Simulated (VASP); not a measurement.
A run of VASP 6.6.1:

File INCAR:

```
PREC     = Accurate       # precision mode
ENCUT    = 600            # plane-wave cutoff, eV
EDIFF    = 1E-6           # SCF threshold, eV
ISMEAR   = 0              # smearing method
SIGMA    = 0.1            # smearing width, eV
LREAL    = False          # projectors in reciprocal space
LASPH    = True           # aspherical terms in the spheres
NELM     = 60             # most SCF steps
ALGO     = Normal         # electronic algorithm
ISIF     = 3              # what is computed and relaxed
LWAVE    = False          # write WAVECAR
LCHARG   = False          # write CHGCAR
GGA      = PE             # functional
IBRION   = 2              # ionic algorithm
NSW      = 100            # ionic steps
EDIFFG   = -0.01          # ionic threshold
```

Contents of KPOINTS:

```
Automatic mesh
0
Gamma
  10 10 8
```

Contents of POSCAR:

```
SiC4
1.0
    3.5406464684      0.0000000000      0.0000000000
    0.0000000000      3.5406464684      0.0000000000
    0.0000000000      0.0000000000      5.2540425418
Si C
1 4
Direct
    0.0000000000      0.0000000000      0.6186801372
    0.0000000000      0.2963865148      0.9575799657
    0.7036134852      0.0000000000      0.9575799657
    0.0000000000      0.7036134852      0.9575799657
    0.2963865148      0.0000000000      0.9575799657
```

Potentials or basis: VASP PAW PBE potentials, release 64 (Si, C).

Run with:

```bash
$ cat potpaw_PBE.64/Si/POTCAR potpaw_PBE.64/C/POTCAR > POTCAR
$ mpirun -np 1 vasp_std > vasp.out
```

Hardware: 1 thread of Intel(R) Xeon(R) 6975P-C (Granite Rapids) (shared host).

Question: Estimate the wall time of this run.

Answer: Run time: 5.5 min on 1 thread of Intel(R) Xeon(R) 6975P-C (Granite Rapids), with other jobs on the host, peak memory 0.24 GiB. Counts: scf iterations 110, k points 105, ion steps 18.
